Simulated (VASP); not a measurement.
# TiCo (P4mm) in VASP: single point with PBE

Aim: the single point of TiCo with PBE.

Program: VASP 6.6.1. These are calculated values, not measurements. Logs are shortened: lines on timing, memory, paths and dates and some standing lists are left out, and cuts for length are marked.

## 1. The cell of the first run

Symmetry: P4mm, No. 99, tetragonal system. Conventional cell: a = 2.986 Å, b = 2.986 Å, c = 2.986 Å, α = 90.00°, β = 90.00°, γ = 90.00°. Within 3.3 Å of Ti (site symmetry 4mm) lie 8 Co at 2.54 to 2.64 Å and 6 Ti at 2.99 Å. Within 3.3 Å of Co (site symmetry 4mm) lie 8 Ti at 2.54 to 2.64 Å and 6 Co at 2.99 Å.

## 2. Single point, PBE, collinear spin, ferromagnetic start (all Ti atoms moved +0.087 Å, as atom 1 along Cartesian [0 0 1])

Input file INCAR:

```
PREC     = Accurate       # precision mode
ENCUT    = 520            # plane-wave cutoff, eV
EDIFF    = 1E-6           # SCF threshold, eV
ISMEAR   = 0              # smearing method
SIGMA    = 0.15           # smearing width, eV
LREAL    = False          # projectors in reciprocal space
LASPH    = True           # aspherical terms in the spheres
NELM     = 150            # most SCF steps
ALGO     = Normal         # electronic algorithm
ISIF     = 2              # what is computed and relaxed
LWAVE    = False          # write WAVECAR
LCHARG   = True           # write CHGCAR
ISPIN    = 2              # spin polarisation
MAGMOM   = 0 0.6          # initial moments
LORBIT   = 11             # projections on sites
LMAXMIX  = 4              # l up to which the mixer works
GGA      = PE             # functional
LELF     = True           # ELF
LVHAR    = True         
NBANDS   = 22             # bands
```

Input file KPOINTS:

```
Automatic mesh
0
Gamma
  16 16 16
```

Input file POSCAR:

```
TiCo
1.0
    2.9861109900      0.0000000000      0.0000000000
    0.0000000000      2.9861109900      0.0000000000
    0.0000000000      0.0000000000      2.9861109900
Ti Co
1 1
Direct
    0.0000000000      0.0000000000      0.0293023268
    0.5000000000      0.5000000000      0.5000000000
```

Potentials or basis: VASP PAW PBE potentials, release 64 (Ti_sv, Co).

Launch:

```bash
$ cat potpaw_PBE.64/Ti_sv/POTCAR potpaw_PBE.64/Co/POTCAR > POTCAR
$ mpirun -np 1 vasp_std > vasp.out
```

OUTCAR:

```text
PREC = Accurate
   ENCUT = 520
   EDIFF = 1E-6
   ISMEAR = 0
   LREAL = False
   LASPH = True
   NELM = 150
   ISIF = 2
   ISPIN = 2
   LORBIT = 11
   GGA = PE

 ion  position               nearest neighbor table
   1  0.000  0.000  0.029-   2 2.54   2 2.54   2 2.54   2 2.54   2 2.64   2 2.64   2 2.64   2 2.64

   2  0.500  0.500  0.500-   1 2.54   1 2.54   1 2.54   1 2.54   1 2.64   1 2.64   1 2.64   1 2.64

  LATTYP: Found a simple cubic cell.
 ALAT       =     2.9861109900

  Lattice vectors:

 A1 = (   2.9861109900,   0.0000000000,   0.0000000000)
 A2 = (   0.0000000000,   2.9861109900,   0.0000000000)
 A3 = (   0.0000000000,   0.0000000000,   2.9861109900)

Analysis of symmetry for initial positions (statically):
=====================================================================
 Subroutine PRICEL returns:
 Original cell was already a primitive cell.

 Routine SETGRP: Setting up the symmetry group for a
 simple cubic supercell.

 Subroutine GETGRP returns: Found  8 space group operations
 (whereof  8 operations were pure point group operations)
 out of a pool of 48 trial point group operations.

The static configuration has the point symmetry C_4v.

Analysis of symmetry for dynamics (positions and initial velocities):
=====================================================================
 Subroutine PRICEL returns:
 Original cell was already a primitive cell.

 Routine SETGRP: Setting up the symmetry group for a
 simple cubic supercell.

 Subroutine GETGRP returns: Found  8 space group operations
 (whereof  8 operations were pure point group operations)
 out of a pool of 48 trial point group operations.

The dynamic configuration has the point symmetry C_4v.

Analysis of structural, dynamic, and magnetic symmetry:
=====================================================================
 Subroutine PRICEL returns:
 Original cell was already a primitive cell.

 Routine SETGRP: Setting up the symmetry group for a
 simple cubic supercell.

 Subroutine GETGRP returns: Found  8 space group operations
 (whereof  8 operations were pure point group operations)
 out of a pool of 48 trial point group operations.

The overall configuration has the point symmetry C_4v.

 Subroutine INISYM returns: Found  8 space group operations
 (whereof  8 operations are pure point group operations),
 and found     1 'primitive' translations

----------------------------------------------------------------------------------------

                                     Primitive cell

  volume of cell :      26.6267

  direct lattice vectors                    reciprocal lattice vectors
     2.986110990  0.000000000  0.000000000     0.334883735  0.000000000  0.000000000
     0.000000000  2.986110990  0.000000000     0.000000000  0.334883735  0.000000000
     0.000000000  0.000000000  2.986110990     0.000000000  0.000000000  0.334883735

  length of vectors
     2.986110990  2.986110990  2.986110990     0.334883735  0.334883735  0.334883735

  position of ions in fractional coordinates (direct lattice)
     0.000000000  0.000000000  0.029302327
     0.500000000  0.500000000  0.500000000

  ion indices of the primitive-cell ions
   primitive index   ion index
                 1           1
                 2           2

----------------------------------------------------------------------------------------

 KPOINTS: Automatic mesh

Automatic generation of k-mesh.
 Grid dimensions read from file:
 generate k-points for:   16   16   16

 Generating k-lattice:

  Cartesian coordinates                     Fractional coordinates (reciprocal lattice)
     0.020930233  0.000000000  0.000000000     0.062500000  0.000000000  0.000000000
     0.000000000  0.020930233  0.000000000     0.000000000  0.062500000  0.000000000
     0.000000000  0.000000000  0.020930233     0.000000000  0.000000000  0.062500000

  Length of vectors
     0.020930233  0.020930233  0.020930233

  Shift w.r.t. Gamma in fractional coordinates (k-lattice)
     0.000000000  0.000000000  0.000000000

 Subroutine IBZKPT returns following result:
 ===========================================

 Found    405 irreducible k-points:

 Following reciprocal coordinates:
            Coordinates               Weight
  0.000000  0.000000  0.000000      1.000000
  0.062500  0.000000  0.000000      4.000000
  0.000000  0.000000  0.062500      2.000000
  0.125000  0.000000  0.000000      4.000000
  0.000000  0.000000  0.125000      2.000000
  0.187500  0.000000  0.000000      4.000000
[... 16 lines left out ...]
  0.187500  0.062500  0.000000      8.000000
  0.000000  0.187500  0.062500      8.000000
 [... further k-points ...]
   k-points           NKPTS =    405   k-points in BZ     NKDIM =    405   number of bands    NBANDS=     22
   number of dos      NEDOS =    301   number of ions     NIONS =      2
   total plane-waves  NPLWV =  13824
   dimension x,y,z NGX =    24 NGY =   24 NGZ =   24
   dimension x,y,z NGXF=    48 NGYF=   48 NGZF=   48
   ions per type =               1   1
   NGX,Y,Z   is equivalent  to a cutoff of  13.36, 13.36, 13.36 a.u.
   NGXF,Y,Z  is equivalent  to a cutoff of  26.72, 26.72, 26.72 a.u.
 SYSTEM =  unknown system
   PREC   = accura    normal or accurate (medium, high low for compatibility)
   ISTART =      0    job   : 0-new  1-cont  2-samecut
   ICHARG =      2    charge: 1-file 2-atom 10-const
   ISPIN  =      2    spin polarized calculation?
   LNONCOLLINEAR =      F non collinear calculations
   LSORBIT =      F    spin-orbit coupling
   LASPH  =      T    aspherical Exc in radial PAW
   ENCUT  =  520.0 eV  38.22 Ry    6.18 a.u.   5.55  5.55  5.55*2*pi/ulx,y,z
   NELM   =    150;   NELMIN=  2; NELMDL= -5     # of ELM steps
   EDIFF  = 0.1E-05   stopping-criterion for ELM
   LREAL  =      F    real-space projection
   EDIFFG = 0.1E-04   stopping-criterion for IOM
   NSW    =      0    number of steps for IOM
   IBRION =     -1    ionic relax: 0-MD 1-quasi-New 2-CG
   NFREE  =      0    steps in history (QN), initial steepest desc. (CG)
   ISIF   =      2    stress and relaxation
   ISYM   =      2    0-nonsym 1-usesym 2-fastsym
   POTIM  = 0.5000    time-step for ionic-motion
   TEBEG  =    0.0;   TEEND  =   0.0 temperature during run
   PSTRESS=    0.0 pullay stress
   NELECT =      21.0000    total number of electrons
   NUPDOWN=      -1.0000    fix difference up-down
   EMIN   =  10.00;   EMAX   =-10.00  energy-range for DOS
   EFERMI =   0.00;   METHOD = LEGACY
   ISMEAR =     0;   SIGMA  =   0.15  broadening in eV -4-tet -1-fermi 0-gaus
   EFERMI_NEDOS =   21; number of points for ismear=-14 and -15
   IALGO  =     38    algorithm
   IMIX   =      4    mixing-type and parameters
     AMIX     =   0.40;   BMIX     =  1.00
     AMIX_MAG =   1.60;   BMIX_MAG =  1.00
  volume/ion in A,a.u.               =      13.31        89.84
  Fermi-wavevector in a.u.,A,eV,Ry     =   1.512546  2.858298 31.127355  2.287796
  Thomas-Fermi vector in A             =   2.622456
   LORBIT       =     11    0 simple, 1 ext, 2 COOP (PROOUT), +10 PAW based schemes
   GGA     = PE    functional components
   LHFCALC =     F    Hartree Fock is set to
   AEXX    =    0.0000 exact exchange contribution
   IVDW    =     0    specifies the selected vdW correction
   LEPSILON=     F    determine dielectric tensor
   LRPA    =     F    only Hartree local field effects (RPA)
 spin polarized calculation
 Gauss-broadening in eV      SIGMA  =   0.15
  energy-cutoff  :      520.00
  volume of cell :       26.63
 maximum number of plane-waves:       739
 NGX is ok and might be reduce to    24
   NGX = 11   NGY = 11   NGZ = 11

 number of electron      20.9999989 magnetization       0.8550255

 Free energy of the ion-electron system (eV)
  ---------------------------------------------------
  ext. energy  EPLUGINS =         0.00000000
  ---------------------------------------------------
  free energy    TOTEN  =       -15.66666951 eV

  energy without entropy =      -15.64703016  energy(sigma->0) =      -15.65684984

 E-fermi :   9.9207     XC(G=0): -12.5724

 val. band max:        9.9206413660   @ k =   0.3750   0.3750   0.0625
 cond. band min:       9.9220682656   @ k =   0.1250   0.0000   0.3125
 fundamental gap:      0.0014268995
 Fermi energy:         9.9206526928

 spin component 1

 k-point     1 :       0.0000    0.0000    0.0000
  band No.  band energies     occupation
      1     -47.2240      1.00000
      2     -23.3183      1.00000
      3     -23.3166      1.00000
      4     -23.3166      1.00000
      5       2.2457      1.00000
      6       5.7425      1.00000
[... 14 lines left out ...]
     21      29.1735      0.00000
     22      30.9013      0.00000
[... 552 lines left out ...]
  band No.  band energies     occupation
      1     -47.2131      1.00000
      2     -23.4088      1.00000
      3     -23.3227      1.00000
      4     -23.3089      1.00000
      5       2.9969      1.00000
      6       6.0311      1.00000
[... 14 lines left out ...]
     21      29.3414      0.00000
     22      30.5560      0.00000

 [... further k-points ...]

 spin component 2

 k-point     1 :       0.0000    0.0000    0.0000
  band No.  band energies     occupation
      1     -47.2338      1.00000
      2     -23.3280      1.00000
      3     -23.3280      1.00000
      4     -23.3275      1.00000
      5       2.2393      1.00000
      6       6.4001      1.00000
[... 14 lines left out ...]
     21      29.3365      0.00000
     22      30.7916      0.00000
[... 552 lines left out ...]
  band No.  band energies     occupation
      1     -47.2228      1.00000
      2     -23.4211      1.00000
      3     -23.3319      1.00000
      4     -23.3203      1.00000
      5       2.9927      1.00000
      6       6.7118      1.00000
[... 14 lines left out ...]
     21      29.2459      0.00000
     22      30.4817      0.00000

 [... further k-points ...]

------------------------ aborting loop because EDIFF is reached ----------------------------------------

  FORCE on cell =-STRESS in cart. coord.  units (eV):
  Direction    XX          YY          ZZ          XY          YZ          ZX
  --------------------------------------------------------------------------------------
  -------------------------------------------------------------------------------------
  Total       -0.0271413     -0.0271413     -0.0639359      0.0000000      0.0000000      0.0000000
  in kB       -1.6331426     -1.6331426     -3.8471342      0.0000000      0.0000000      0.0000000
  external PRESSURE =      -2.3711398 kB  Pullay stress =       0.0000000 kB

 VOLUME and BASIS-vectors are now :
 -----------------------------------------------------------------------------
  energy-cutoff  :      520.00
  volume of cell :       26.63
      direct lattice vectors                 reciprocal lattice vectors
     2.986110990  0.000000000  0.000000000     0.334883735  0.000000000  0.000000000
     0.000000000  2.986110990  0.000000000     0.000000000  0.334883735  0.000000000
     0.000000000  0.000000000  2.986110990     0.000000000  0.000000000  0.334883735

 POSITION                                       TOTAL-FORCE (eV/Angst)
 -----------------------------------------------------------------------------------
      0.00000      0.00000      0.08750         0.000000      0.000000     -0.428845
      1.49306      1.49306      1.49306         0.000000      0.000000      0.428845
 -----------------------------------------------------------------------------------
    total drift:                                0.000000      0.000000      0.000132

  FREE ENERGIE OF THE ION-ELECTRON SYSTEM (eV)
  ---------------------------------------------------
  free  energy   TOTEN  =       -15.6666695110 eV

  energy  without entropy=      -15.6470301637  energy(sigma->0) =      -15.65684984

 total charge

# of ion       s       p       d       tot
------------------------------------------
    1        2.248   6.181   1.860  10.289
    2        0.527   0.461   7.305   8.292
--------------------------------------------------
tot          2.775   6.641   9.165  18.581

 magnetization (x)

# of ion       s       p       d       tot
------------------------------------------
    1       -0.002  -0.012  -0.014  -0.029
    2        0.028  -0.005   0.907   0.931
--------------------------------------------------
tot          0.026  -0.017   0.893   0.902
```

It took 2.8 min on 1 thread of Intel Xeon 6975P-C (Granite Rapids), shared host; peak memory 0.45 GiB.

What came out:

* Free energy: -15.6667 eV
* Pressure: -0.2 GPa
* Largest force: 0.429 eV/Å
* Net moment: 0.86 μB per cell
* Site moments: Ti -0.03; Co +0.93 μB
* Valence electrons inside the program's atomic spheres: Ti 10.29; Co 8.29

Forces on the atoms (eV/Å):
```
Ti   0.000  0.000 -0.429
Co   0.000  0.000  0.429
```

Caveat: the cell differs from its parent crystal (all Ti atoms moved +0.087 Å, as atom 1 along Cartesian [0 0 1]).
